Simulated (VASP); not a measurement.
**AlNi3: single point with PBEsol**

The system is AlNi3.

```
CELL_PARAMETERS angstrom
3.51896 0.00000 0.00000
0.00000 3.51896 0.00000
0.00000 0.00000 3.51896
ATOMIC_POSITIONS crystal
Ni 0.50000 0.50000 0.00000
Ni 0.50000 0.00000 0.50000
Ni 0.00000 0.50000 0.50000
Al 0.00000 0.00000 0.00000
```

```json
{"Program": "VASP 6.6.1", "Task": "single point", "Functional": "PBEsol", "Potentials or basis": "VASP PAW PBE potentials, release 64 (Ni, Al)", "Cutoff": "520 eV", "k mesh": "8 × 8 × 8", "Occupations": "fermi-dirac, width 0.05 eV", "Spin": "collinear spin, ferromagnetic start", "Starting moments": "[1.0, 1.0, 1.0, 0.0] μB"}
```

* Pressure: 0.1 GPa
* Net moment: 0.62 μB per cell
* Site moments: Ni +0.22; Al -0.01 μB
* Valence electrons inside the program's atomic spheres: Ni 9.46; Al 0.81

Levels at points of the mesh, in eV from the Fermi level:
Spin up:
| k point | band 15 | band 16 | band 17 | band 18 | band 19 | band 20 |
| --- | --- | --- | --- | --- | --- | --- |
| (0.00, 0.00, 0.00) | -0.02 | -0.02 | 0.87 | 0.87 | 0.87 | 6.75 |
| (0.50, 0.00, 0.00) | -1.05 | -0.48 | -0.02 | 5.68 | 5.68 | 5.70 |
| (0.50, 0.50, 0.00) | -0.97 | -0.97 | -0.57 | 0.93 | 0.93 | 8.32 |
| (0.50, 0.50, 0.50) | -1.08 | -0.25 | -0.21 | -0.21 | -0.21 | 3.65 |
Spin down:
| k point | band 13 | band 14 | band 15 | band 16 | band 17 | band 18 | band 19 | band 20 |
| --- | --- | --- | --- | --- | --- | --- | --- | --- |
| (0.00, 0.00, 0.00) | 0.01 | 0.33 | 0.33 | 0.33 | 0.85 | 0.85 | 0.85 | 6.84 |
| (0.50, 0.00, 0.00) | -0.98 | -0.98 | -0.85 | -0.30 | 0.33 | 5.73 | 5.73 | 5.75 |
| (0.50, 0.50, 0.00) | -1.16 | -1.10 | -0.80 | -0.64 | -0.45 | 1.17 | 1.17 | 8.36 |
| (0.50, 0.50, 0.50) | -1.17 | -0.91 | -0.91 | -0.26 | 0.10 | 0.10 | 0.10 | 3.74 |

Wall time 36 s on 1 thread of Intel(R) Xeon(R) 6975P-C (Granite Rapids), on a shared host, peak memory 0.21 GiB.

Caveat: the PAW data sets were made with another functional, which shifts forces and pressure a little.
